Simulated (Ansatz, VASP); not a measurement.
# Two plane-wave programs on Mo

```
Mo
1.0
    -1.58047    1.58047    1.58047
     1.58047   -1.58047    1.58047
     1.58047    1.58047   -1.58047
Mo
1
Direct
  0.00000 0.00000 0.00000
```

Alike in both runs: functional PBE; k mesh 24 × 24 × 24; occupations gaussian, width 0.1 eV; no spin polarisation.

Ansatz relaxed the structure, and its values are those at the end. VASP's run is a single point on that final structure, the one shown.

|  | VASP | Ansatz |
| --- | --- | --- |
| version | VASP 6.6.1 | Ansatz 0.2.0 |
| potentials or method | VASP PAW PBE potentials, release 64 (Mo_sv), cutoff 520 eV | scalar-relativistic, plane waves, PAW |
| valence electrons in the cell | 14 | 14 |

```tsv
	VASP	Ansatz	Ansatz less VASP
gap on the k mesh at the Fermi level (eV)	none	none	-
pressure (GPa)	0.5	0.0	-0.57
```

A gap of «none» marks a metal or a gap that the smearing closes. With one functional, cell and mesh, what is left measures potentials, basis and numerics.
